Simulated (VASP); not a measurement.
The system is B.

```
B
1.0
     2.34611    0.00000    0.00000
     0.00000    2.34611    0.00000
     0.00000    0.00000    1.58579
B
1
Direct
  0.50000 0.50000 0.50000
```

```yaml
Program: VASP 6.6.1
Task: relaxation of cell and atoms
Functional: LDA
Potentials_or_basis: VASP PAW LDA potentials, release 64 (B)
Cutoff: 600 eV
k_mesh: 11 × 11 × 16
Occupations: fermi-dirac, width 0.05 eV
Spin: no spin polarisation
```

At the start: pressure -6.1 GPa; volume 8.73 Å³/atom.

Question: How do energy, volume and symmetry change on relaxing?

Answer: Over 8 steps the energy falls by 11.6 meV/atom and the volume is 8.18 Å³/atom (-6.3 %); space group P4/mmm (No. 123, to 0.05 Å).

Step by step:
| step | energy change (eV) | largest force (eV/Å) | pressure (GPa) | volume (Å³) |
| --- | --- | --- | --- | --- |
| 1 | 0.0000 | 0.0000 | -6.13 | 8.73 |
| 2 | -0.0059 | 0.0000 | 2.12 | 8.31 |
| 3 | -0.0064 | 0.0000 | 0.18 | 8.40 |
| 4 | -0.0114 | 0.0000 | 0.25 | 8.21 |
| 5 | -0.0116 | 0.0000 | 0.34 | 8.17 |
| 6 | -0.0116 | 0.0000 | 0.35 | 8.16 |
| 7 | -0.0116 | 0.0000 | -0.07 | 8.18 |
| 8 | -0.0116 | 0.0000 | -0.01 | 8.18 |

Final structure:
```
B
1.0
     2.27840    0.00000    0.00000
     0.00000    2.27840    0.00000
     0.00000    0.00000    1.57554
B
1
Cartesian
  1.1392 1.1392 0.7878
```
